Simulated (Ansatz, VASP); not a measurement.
**VO2 in VASP and in Ansatz**

Contents of INCAR:

```
SYSTEM = VO2
PREC     = Accurate       ! precision mode
ENCUT    = 520            ! plane-wave cutoff, eV
EDIFF    = 1E-8           ! SCF threshold, eV
ISMEAR   = -1             ! smearing method
SIGMA    = 0.05           ! smearing width, eV
LREAL    = .False.        ! projectors in reciprocal space
LASPH    = .True.         ! aspherical terms in the spheres
NELM     = 200            ! most SCF steps
ALGO     = Normal         ! electronic algorithm
ISIF     = 2              ! what is computed and relaxed
LWAVE    = .False.        ! write WAVECAR
LCHARG   = .False.        ! write CHGCAR
ISPIN    = 2              ! spin polarisation
MAGMOM   = 1 1 0 0 0 0    ! initial moments
LORBIT   = 11             ! projections on sites
LMAXMIX  = 4              ! l up to which the mixer works
GGA      = PS             ! functional
LEFG     = .True.       
NBANDS   = 38             ! bands
GGA_COMPAT= .False.      
KPAR     = 4
```

The input KPOINTS:

```
regular mesh
0
Gamma
  10 10 16
  0 0 0
```

POSCAR

```
VO2
1.0
    4.5546000000      0.0000000000      0.0000000000
    0.0000000000      4.5546000000      0.0000000000
    0.0000000000      0.0000000000      2.8528000000
V O
2 4
Direct
    0.0000000000      0.0000000000      0.0000000000
    0.5000000000      0.5000000000      0.5000000000
    0.3001000000      0.3001000000      0.0000000000
    0.1999000000      0.8001000000      0.5000000000
    0.6999000000      0.6999000000      0.0000000000
    0.8001000000      0.1999000000      0.5000000000
```

Input for Ansatz:

```yaml
crystal:
  lattice:
    - [4.5546, 0.0, 0.0]
    - [0.0, 4.5546, 0.0]
    - [0.0, 0.0, 2.8528]
  atoms:
    - { symbol: V, position: [0.0, 0.0, 0.0], spin: 1.0 }
    - { symbol: V, position: [0.5, 0.5, 0.5], spin: 1.0 }
    - { symbol: O, position: [0.3001, 0.3001, 0.0] }
    - { symbol: O, position: [0.1999, 0.8001, 0.5] }
    - { symbol: O, position: [0.6999, 0.6999, 0.0] }
    - { symbol: O, position: [0.8001, 0.1999, 0.5] }
magnetization:
  spin_polarized: true
kpoints:
  mp_grid: { grid: [10, 10, 16] }
scf:
  occupations: { method: fermi_dirac, width: 0.05 }
hamiltonian:
  xc: pbesol
  pseudopotentials: { kind: paw }
output:
  forces: true
  stress: true
  populations: true
  efg:
    quadrupole_moments_barn: { V: -0.052, O: -0.02558 }
    contact_densities: true
  write_density: true
  write_potential: true
  elf: true
  volumetric_format: npy
```

Alike in both runs: task electric field gradients; functional PBEsol; k mesh 10 × 10 × 16; occupations fermi-dirac, width 0.05 eV; collinear spin.

|  | VASP | Ansatz |
| --- | --- | --- |
| version | VASP 6.6.1 | Ansatz 0.2.0 |
| potentials or method | VASP PAW PBE potentials, release 64 (V_sv, O) | plane-wave PAW, scalar-relativistic |
| plane-wave cutoff (eV) | 520 | 420 |
| valence electrons in the cell | 50 | 50 |

```tsv
	VASP	Ansatz	Ansatz less VASP
pressure (GPa)	-5.6	-6.4	-0.78
traceless stress, the component that is largest in VASP (GPa)	-2.60	-2.81	-0.212
rms of the force components (eV/Å)	0.008	0.019	+0.0105
net moment per atom (μB)	0.33	0.33	0.000
size of the moment on the site where the two differ most (μB)	1.04	0.82	-0.216
size of Vzz on the site where it differs most (V/Å²)	26.0	27.9	+2.00
```

VASP's potentials were made for PBE, not for PBEsol. Site moments also hang on the region over which each program counts them. Atom by atom the forces differ by 0.011 eV/Å (rms over components).
